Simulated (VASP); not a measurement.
Wanted: the native input for a VASP 6.6.1 run.

```
Task                   : relaxation of cell and atoms
Functional             : PBE
Potentials or basis    : VASP PAW PBE potentials, release 64 (Ti_sv, N)
Cutoff                 : 600 eV
k mesh                 : 12 × 12 × 12
Occupations            : fermi-dirac, width 0.1 eV
Spin                   : no spin polarisation
Dipole correction      : no
Further INCAR settings : ALGO = Normal; EDIFF = 1e-06; IBRION = 2; EDIFFG = -0.02; NSW = 80; ISIF = 3
```

The structure of TiN (Osbornite) lies in POSCAR:

```
TiN
1.0
    0.0000000000      2.1190000000      2.1190000000
    2.1190000000      0.0000000000      2.1190000000
    2.1190000000      2.1190000000      0.0000000000
Ti N
1 1
Direct
    0.0000000000      0.0000000000      0.0000000000
    0.5000000000      0.5000000000      0.5000000000
```

These files were run (other wordings do the same):

INCAR

```
  PREC = Accurate
  ENCUT = 600
  EDIFF = 1E-6
  ISMEAR = -1
  SIGMA = 0.1
  LREAL = F
  LASPH = T
  NELM = 100
  ALGO = Normal
  ISIF = 3
  LWAVE = F
  LCHARG = F
  GGA = PE
  IBRION = 2
  NSW = 80
  EDIFFG = -0.02
```

KPOINTS

```
regular mesh
0
Gamma
  12 12 12
```

Potentials or basis: VASP PAW PBE potentials, release 64 (Ti_sv, N).

The run is started by

```bash
$ cat potpaw_PBE.64/Ti_sv/POTCAR potpaw_PBE.64/N/POTCAR > POTCAR
$ mpirun -np 1 vasp_std > vasp.out
```

It gave:

```json
{
  "Relaxed volume": "9.59 Å³/atom",
  "Relaxed cell": "a = 3.005 Å, b = 3.005 Å, c = 3.005 Å, α = 60.00°, β = 60.00°, γ = 60.00°",
  "Space group after relaxing (to 0.05 Å)": "Fm-3m (No. 225)",
  "Energy gained by relaxing": "0.5 meV/atom",
  "Ionic steps": "3",
  "Pressure after relaxing": "0.0 GPa"
}
```

Wall time 20 s on 1 thread of Intel(R) Xeon(R) 6975P-C (Granite Rapids), on a shared host, peak memory 0.15 GiB.
